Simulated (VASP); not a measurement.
# Ir (Fm-3m) in VASP: notebook

Ir is run at these levels: PBEsol; tasks: single point.

All numbers are computed with VASP 6.6.1; they aren't measurements. Logs are shortened: lines on timing, memory, paths and dates and some standing lists are left out, and cuts for length are marked.

## (1) The cell of the first run

Symmetry: Fm-3m, No. 225, cubic system. The conventional cell has a = 3.827 Å, b = 3.827 Å, c = 3.827 Å, α = 90.00°, β = 90.00°, γ = 90.00°. Ir (site symmetry m-3m) has 12 Ir at 2.71 Å within 3.6 Å.

## (2) Single point, PBEsol

File INCAR:

```
PREC = Accurate
ENCUT = 520
EDIFF = 1E-6
ISMEAR = 0
SIGMA = 0.1
LREAL = F
LASPH = T
NELM = 100
ALGO = Fast
ISIF = 2
LWAVE = F
LCHARG = F
GGA = PS
NBANDS = 10
```

File KPOINTS:

```
regular mesh
0
Gamma
  18 18 18
```

File POSCAR:

```
Ir
1.0
    0.0000000000      1.9136090122      1.9136090122
    1.9136090122      0.0000000000      1.9136090122
    1.9136090122      1.9136090122      0.0000000000
Ir
1
Direct
    0.0000000000      0.0000000000      0.0000000000
```

Potentials or basis: VASP PAW PBE potentials, release 64 (Ir).

The run is started by

```sh
cat potpaw_PBE.64/Ir/POTCAR > POTCAR
mpirun -np 1 vasp_std > vasp.out
```

OUTCAR:

```text
PREC = Accurate
   ENCUT = 520
   EDIFF = 1E-6
   ISMEAR = 0
   LREAL = F
   LASPH = T
   NELM = 100
   ISIF = 2
   GGA = PS

 ion  position               nearest neighbor table
   1  0.000  0.000  0.000-

  LATTYP: Found a face centered cubic cell.
 ALAT       =     3.8272180244

  Lattice vectors:

 A1 = (   0.0000000000,   1.9136090122,   1.9136090122)
 A2 = (   1.9136090122,   0.0000000000,   1.9136090122)
 A3 = (   1.9136090122,   1.9136090122,   0.0000000000)

Analysis of symmetry for initial positions (statically):
=====================================================================
 Subroutine PRICEL returns:
 Original cell was already a primitive cell.

 Routine SETGRP: Setting up the symmetry group for a
 face centered cubic supercell.

 Subroutine GETGRP returns: Found 48 space group operations
 (whereof 48 operations were pure point group operations)
 out of a pool of 48 trial point group operations.

The static configuration has the point symmetry O_h .

Analysis of symmetry for dynamics (positions and initial velocities):
=====================================================================
 Subroutine PRICEL returns:
 Original cell was already a primitive cell.

 Routine SETGRP: Setting up the symmetry group for a
 face centered cubic supercell.

 Subroutine GETGRP returns: Found 48 space group operations
 (whereof 48 operations were pure point group operations)
 out of a pool of 48 trial point group operations.

The dynamic configuration has the point symmetry O_h .

 Subroutine INISYM returns: Found 48 space group operations
 (whereof 48 operations are pure point group operations),
 and found     1 'primitive' translations

----------------------------------------------------------------------------------------

                                     Primitive cell

  volume of cell :      14.0149

  direct lattice vectors                    reciprocal lattice vectors
     0.000000000  1.913609012  1.913609012    -0.261286395  0.261286395  0.261286395
     1.913609012  0.000000000  1.913609012     0.261286395 -0.261286395  0.261286395
     1.913609012  1.913609012  0.000000000     0.261286395  0.261286395 -0.261286395

  length of vectors
     2.706251818  2.706251818  2.706251818     0.452561311  0.452561311  0.452561311

  position of ions in fractional coordinates (direct lattice)
     0.000000000  0.000000000  0.000000000

  ion indices of the primitive-cell ions
   primitive index   ion index
                 1           1

----------------------------------------------------------------------------------------

 KPOINTS: regular mesh

Automatic generation of k-mesh.
 Grid dimensions read from file:
 generate k-points for:   18   18   18

 Generating k-lattice:

  Cartesian coordinates                     Fractional coordinates (reciprocal lattice)
    -0.014515911  0.014515911  0.014515911     0.055555556  0.000000000  0.000000000
     0.014515911 -0.014515911  0.014515911     0.000000000  0.055555556  0.000000000
     0.014515911  0.014515911 -0.014515911     0.000000000  0.000000000  0.055555556

  Length of vectors
     0.025142295  0.025142295  0.025142295

  Shift w.r.t. Gamma in fractional coordinates (k-lattice)
     0.000000000  0.000000000  0.000000000

 Subroutine IBZKPT returns following result:
 ===========================================

 Found    195 irreducible k-points:

 Following reciprocal coordinates:
            Coordinates               Weight
  0.000000  0.000000  0.000000      1.000000
  0.055556  0.000000  0.000000      8.000000
  0.111111  0.000000  0.000000      8.000000
  0.166667  0.000000  0.000000      8.000000
  0.222222  0.000000  0.000000      8.000000
  0.277778  0.000000  0.000000      8.000000
[... 16 lines left out ...]
 -0.277778  0.055556  0.000000     24.000000
 -0.222222  0.055556  0.000000     24.000000
 [... further k-points ...]
   k-points           NKPTS =    195   k-points in BZ     NKDIM =    195   number of bands    NBANDS=     10
   number of dos      NEDOS =    301   number of ions     NIONS =      1
   total plane-waves  NPLWV =   8000
   dimension x,y,z NGX =    20 NGY =   20 NGZ =   20
   dimension x,y,z NGXF=    40 NGYF=   40 NGZF=   40
   ions per type =               1
   NGX,Y,Z   is equivalent  to a cutoff of  12.29, 12.29, 12.29 a.u.
   NGXF,Y,Z  is equivalent  to a cutoff of  24.57, 24.57, 24.57 a.u.
 SYSTEM =  unknown system
   PREC   = accura    normal or accurate (medium, high low for compatibility)
   ISTART =      0    job   : 0-new  1-cont  2-samecut
   ICHARG =      2    charge: 1-file 2-atom 10-const
   ISPIN  =      1    spin polarized calculation?
   LNONCOLLINEAR =      F non collinear calculations
   LSORBIT =      F    spin-orbit coupling
   LASPH  =      T    aspherical Exc in radial PAW
   ENCUT  =  520.0 eV  38.22 Ry    6.18 a.u.   5.03  5.03  5.03*2*pi/ulx,y,z
   NELM   =    100;   NELMIN=  2; NELMDL= -5     # of ELM steps
   EDIFF  = 0.1E-05   stopping-criterion for ELM
   LREAL  =      F    real-space projection
   EDIFFG = 0.1E-04   stopping-criterion for IOM
   NSW    =      0    number of steps for IOM
   IBRION =     -1    ionic relax: 0-MD 1-quasi-New 2-CG
   NFREE  =      0    steps in history (QN), initial steepest desc. (CG)
   ISIF   =      2    stress and relaxation
   ISYM   =      2    0-nonsym 1-usesym 2-fastsym
   POTIM  = 0.5000    time-step for ionic-motion
   TEBEG  =    0.0;   TEEND  =   0.0 temperature during run
   PSTRESS=    0.0 pullay stress
   NELECT =       9.0000    total number of electrons
   NUPDOWN=      -1.0000    fix difference up-down
   EMIN   =  10.00;   EMAX   =-10.00  energy-range for DOS
   EFERMI =   0.00;   METHOD = LEGACY
   ISMEAR =     0;   SIGMA  =   0.10  broadening in eV -4-tet -1-fermi 0-gaus
   EFERMI_NEDOS =   21; number of points for ismear=-14 and -15
   IALGO  =     68    algorithm
   IMIX   =      4    mixing-type and parameters
     AMIX     =   0.40;   BMIX     =  1.00
     AMIX_MAG =   1.60;   BMIX_MAG =  1.00
  volume/ion in A,a.u.               =      14.01        94.58
  Fermi-wavevector in a.u.,A,eV,Ry     =   1.412405  2.669058 27.142083  1.994887
  Thomas-Fermi vector in A             =   2.534157
   LORBIT       =      0    0 simple, 1 ext, 2 COOP (PROOUT), +10 PAW based schemes
   GGA     = PS    functional components
   LHFCALC =     F    Hartree Fock is set to
   AEXX    =    0.0000 exact exchange contribution
   IVDW    =     0    specifies the selected vdW correction
   LEPSILON=     F    determine dielectric tensor
   LRPA    =     F    only Hartree local field effects (RPA)
 non-spin polarized calculation
 RMM-DIIS sequential band-by-band and
 Gauss-broadening in eV      SIGMA  =   0.10
  energy-cutoff  :      520.00
  volume of cell :       14.01
 maximum number of plane-waves:       388
   NGX =  9   NGY =  9   NGZ =  9

 number of electron       9.0000000 magnetization

 Free energy of the ion-electron system (eV)
  ---------------------------------------------------
  ext. energy  EPLUGINS =         0.00000000
  ---------------------------------------------------
  free energy    TOTEN  =        -9.82295095 eV

  energy without entropy =       -9.81794903  energy(sigma->0) =       -9.82044999

 E-fermi :  10.4495     XC(G=0): -14.1567

 val. band max:       10.4421253187   @ k =   0.5000   0.2222   0.1111
 cond. band min:      10.4592799260   @ k =   0.3333   0.1111   0.0556
 fundamental gap:      0.0171546073
 Fermi energy:        10.4494509127

 k-point     1 :       0.0000    0.0000    0.0000
  band No.  band energies     occupation
      1      -0.8825      2.00000
      2       6.4516      2.00000
      3       6.4516      2.00000
      4       6.4516      2.00000
      5       9.2085      2.00000
      6       9.2085      2.00000
      7      24.7096      0.00000
      8      30.3400      0.00000
      9      30.3400      0.00000
     10      30.3400      0.00000

 k-point     2 :       0.0556    0.0000    0.0000
  band No.  band energies     occupation
      1      -0.7434      2.00000
      2       6.3760      2.00000
      3       6.5127      2.00000
      4       6.5127      2.00000
      5       9.1682      2.00000
      6       9.1682      2.00000
      7      24.9524      0.00000
      8      29.5859      0.00000
      9      30.5701      0.00000
     10      30.5701      0.00000

 k-point     3 :       0.1111    0.0000    0.0000
  band No.  band energies     occupation
      1      -0.3405      2.00000
      2       6.1819      2.00000
      3       6.6727      2.00000
      4       6.6727      2.00000
      5       9.0802      2.00000
      6       9.0802      2.00000
      7      25.6191      0.00000
      8      28.1197      0.00000
      9      31.2391      0.00000
     10      31.2391      0.00000

 k-point     4 :       0.1667    0.0000    0.0000
  band No.  band energies     occupation
      1       0.2766      2.00000
      2       5.9620      2.00000
      3       6.8528      2.00000
      4       6.8528      2.00000
      5       9.0451      2.00000
      6       9.0451      2.00000
      7      26.3051      0.00000
      8      26.7733      0.00000
      9      32.2838      0.00000
     10      32.2838      0.00000
[... 222 lines left out ...]
 k-point    22 :      -0.3333    0.0556    0.0000
  band No.  band energies     occupation
      1       2.2187      2.00000
      2       6.5501      2.00000
      3       6.6937      2.00000
      4       6.9583      2.00000
      5      10.0329      2.00000
      6      10.9519      0.00000
      7      21.1792      0.00000
      8      25.7522      0.00000
      9      31.2226      0.00000
     10      33.3058      0.00000

 k-point    23 :      -0.2778    0.0556    0.0000
  band No.  band energies     occupation
      1       1.9319      2.00000
      2       6.1160      2.00000
      3       6.7681      2.00000
      4       6.8785      2.00000
      5       9.3973      2.00000
      6      10.3317      1.90422
      7      22.9698      0.00000
      8      26.7795      0.00000
      9      32.2849      0.00000
     10      34.2789      0.00000

 k-point    24 :      -0.2222    0.0556    0.0000
  band No.  band energies     occupation
      1       1.3548      2.00000
      2       5.7693      2.00000
      3       6.9180      2.00000
      4       7.0121      2.00000
      5       8.9055      2.00000
      6       9.7829      2.00000
      7      24.5814      0.00000
      8      27.4165      0.00000
      9      32.5497      0.00000
     10      33.7741      0.00000

 [... further k-points ...]
[... 5 lines left out ...]
  --------------------------------------------------------------------------------------
  -------------------------------------------------------------------------------------
  Total        0.1575684      0.1575684      0.1575684      0.0000000      0.0000000     -0.0000000
  in kB       18.0131692     18.0131692     18.0131692      0.0000000      0.0000000     -0.0000000
  external PRESSURE =      18.0131692 kB  Pullay stress =       0.0000000 kB

 VOLUME and BASIS-vectors are now :
 -----------------------------------------------------------------------------
  energy-cutoff  :      520.00
  volume of cell :       14.01
      direct lattice vectors                 reciprocal lattice vectors
     0.000000000  1.913609012  1.913609012    -0.261286395  0.261286395  0.261286395
     1.913609012  0.000000000  1.913609012     0.261286395 -0.261286395  0.261286395
     1.913609012  1.913609012  0.000000000     0.261286395  0.261286395 -0.261286395

 POSITION                                       TOTAL-FORCE (eV/Angst)
 -----------------------------------------------------------------------------------
      0.00000      0.00000      0.00000         0.000000      0.000000      0.000000
 -----------------------------------------------------------------------------------
    total drift:                                0.000000     -0.000000     -0.000000

  FREE ENERGIE OF THE ION-ELECTRON SYSTEM (eV)
  ---------------------------------------------------
  free  energy   TOTEN  =        -9.8229509477 eV

  energy  without entropy=       -9.8179490343  energy(sigma->0) =       -9.82044999
```

Run time: 25 s. Hardware: 1 thread of AMD EPYC 7R43 (Zen 3), shared host; peak memory 0.11 GiB.

Results:

```yaml
Free_energy: -9.8230 eV
Pressure: 1.8 GPa
```

Caveat: the PAW data sets were made with another functional, which shifts forces and pressure a little; spin-orbit coupling is left out, which moves the levels of the heavy elements.

## (3) Single point, PBEsol

This run uses another cell than the first one, of 12.00 Å³/atom, 0.856 times its volume.

File INCAR:

```
  PREC = Accurate
  ENCUT = 520
  EDIFF = 1E-7
  ISMEAR = 0
  SIGMA = 0.1
  LREAL = F
  LASPH = T
  NELM = 80
  ALGO = Normal
  ISIF = 2
  LWAVE = F
  LCHARG = T
  GGA = PS
  LELF = T
  LVHAR = T
  NBANDS = 10
```

File KPOINTS:

```
Automatic mesh
0
Gamma
  20 20 20
```

File POSCAR:

```
Ir
1.0
    0.0000000000      1.8172598404      1.8172598404
    1.8172598404      0.0000000000      1.8172598404
    1.8172598404      1.8172598404      0.0000000000
Ir
1
Direct
    0.0000000000      0.0000000000      0.0000000000
```

Potentials or basis: VASP PAW PBE potentials, release 64 (Ir).

The run is started by

```sh
cat potpaw_PBE.64/Ir/POTCAR > POTCAR
mpirun -np 1 vasp_std > vasp.out
```

Wall time 22 s (1 thread of AMD EPYC 7R43 (Zen 3), shared host); peak memory 0.11 GiB.

The run converged. Its results:

```yaml
Free_energy: -9.3103 eV
Pressure: 93.1 GPa
```

Levels at points of the mesh, in eV from the Fermi level:
```csv
k point,band 1,band 2,band 3,band 4,band 5,band 6,band 7,band 8
"(0.00, 0.00, 0.00)",-13.01,-4.97,-4.97,-4.97,-1.45,-1.45,13.90,20.50
"(0.50, 0.00, 0.00)",-10.02,-5.13,-5.13,-1.14,1.28,1.28,9.17,13.48
"(0.50, 0.50, 0.00)",-10.03,-9.35,1.27,1.78,2.06,2.06,12.54,12.54
```

Caveat: the PAW data sets were made with another functional, which shifts forces and pressure a little; spin-orbit coupling is left out, which moves the levels of the heavy elements.
